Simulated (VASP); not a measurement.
# Tl: density of states with PBE

Tl:

```
Tl
1.0
     0.00000    2.16500    2.16500
     2.16500    0.00000    2.16500
     2.16500    2.16500    0.00000
Tl
1
Direct
  0.00000 0.00000 0.00000
```

| Item | Value |
| --- | --- |
| Program | VASP 6.6.1 |
| Task | density of states |
| Functional | PBE |
| Potentials or basis | VASP PAW PBE potentials, release 64 (Tl_d) |
| Cutoff | 520 eV |
| k mesh | 16 × 16 × 16 |
| Occupations | fermi-dirac, width 0.05 eV |
| Spin | no spin polarisation |
| Dipole correction | no |
| k mesh for the DOS | 24 × 24 × 24 |
| Occupations for the DOS | tetrahedron |
| Further INCAR settings | ALGO = Normal; EDIFF = 1e-06; NBANDS = 12 |

| Quantity | Value |
| --- | --- |
| Valence electrons inside the program's atomic spheres | Tl 11.46 |

Levels at points of the mesh, in eV from the Fermi level:
```csv
k point,band 4,band 5,band 6,band 7,band 8,band 9
"(0.00, 0.00, 0.00)",-12.52,-11.88,-11.88,10.98,12.94,12.94
"(0.50, 0.00, 0.00)",-11.34,-11.34,-5.17,-4.75,10.42,10.50
"(0.50, 0.50, 0.00)",-11.20,-11.20,-3.23,-2.63,4.57,4.57
```

It took 30 s on 1 thread of Intel(R) Xeon(R) 6975P-C (Granite Rapids), on a shared host, peak memory 0.21 GiB.

Caveat: spin-orbit coupling is left out, which moves the levels of the heavy elements.
